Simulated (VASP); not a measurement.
A run of VASP 6.6.1 is set up as follows.

File INCAR:

```
ALGO = Normal
EDIFF = 1E-8
ENCUT = 520
GGA = PE
ISIF = 2
ISMEAR = -1
LASPH = True
LCHARG = False
LEFG = True
LREAL = False
LWAVE = False
NBANDS = 16
NELM = 80
PREC = Accurate
SIGMA = 0.03
```

The input KPOINTS:

```
k-points
0
Gamma
  15 15 8
```

File POSCAR:

```
Ir
1.0
    2.6929325016      0.0000000000      0.0000000000
   -1.3464662508      2.3321479570      0.0000000000
    0.0000000000      0.0000000000      4.3615589678
Ir
2
Direct
    0.3333333333      0.6666666667      0.2500000000
    0.6666666667      0.3333333333      0.7500000000
```

Potentials or basis: VASP PAW PBE potentials, release 64 (Ir).

Run with:

```bash
$ cat potpaw_PBE.64/Ir/POTCAR > POTCAR
$ mpirun -np 1 vasp_std > vasp.out
```

Q: What does it give for the pressure?

A: 25.5 GPa.

Q: What does it give for the band gap on the k mesh?

A: Zero (bands 9 and 10 overlap by 3.48 eV).

Stress tensor (GPa, compression positive):
```
25.33  0.00  0.00
 0.00 25.33  0.00
 0.00  0.00 25.84
```

Caveat: the cell stands under pressure; without QUAD_EFG the Cq values of the log hold for a quadrupole moment of 1 mb, not for the nuclei; spin-orbit coupling is left out, which moves the levels of the heavy elements.
